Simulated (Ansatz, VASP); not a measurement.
# Two plane-wave programs on Mg2ZnS3

```xyz
6
Lattice="-1.9819 1.9819 8.4381 1.9819 -1.9819 8.4381 1.9819 1.9819 -8.4381" Properties=species:S:1:pos:R:3 pbc="T T T"
Mg    0.0000    0.0000   14.1104
Mg    0.0000    0.0000    2.7658
Zn    0.0000    0.0000    8.4381
S     1.9819    0.0000    7.1207
S     1.9819    0.0000    1.3174
S     0.0000    1.9819    4.2190
```

Alike in both runs: functional PBE; k mesh 8 × 8 × 8; occupations gaussian, width 0.02 eV; no spin polarisation.

Ansatz relaxed the structure, and its values are those at the end. VASP's run is a single point on that final structure, the one shown.

```csv
,VASP,Ansatz
version,VASP 6.6.1,Ansatz 0.2.0
potentials or method,"VASP PAW PBE potentials, release 64 (Mg, Zn, S), cutoff 520 eV","scalar-relativistic, plane waves, PAW"
valence electrons in the cell,34,50
```

|  | VASP | Ansatz | Ansatz less VASP |
| --- | --- | --- | --- |
| gap on the k mesh at the Fermi level (eV) | 2.78 | 2.78 | +0.003 |
| least direct gap on the mesh (eV) | 2.78 | 2.78 | +0.003 |
| pressure (GPa) | 0.0 | 0.0 | +0.07 |
| rms of the force components (eV/Å) | 0.008 | 0.000 | -0.0076 |

VASP's potentials hold 34 valence electrons a cell and Ansatz's 50, so a difference there can come from the potentials and not from the codes.
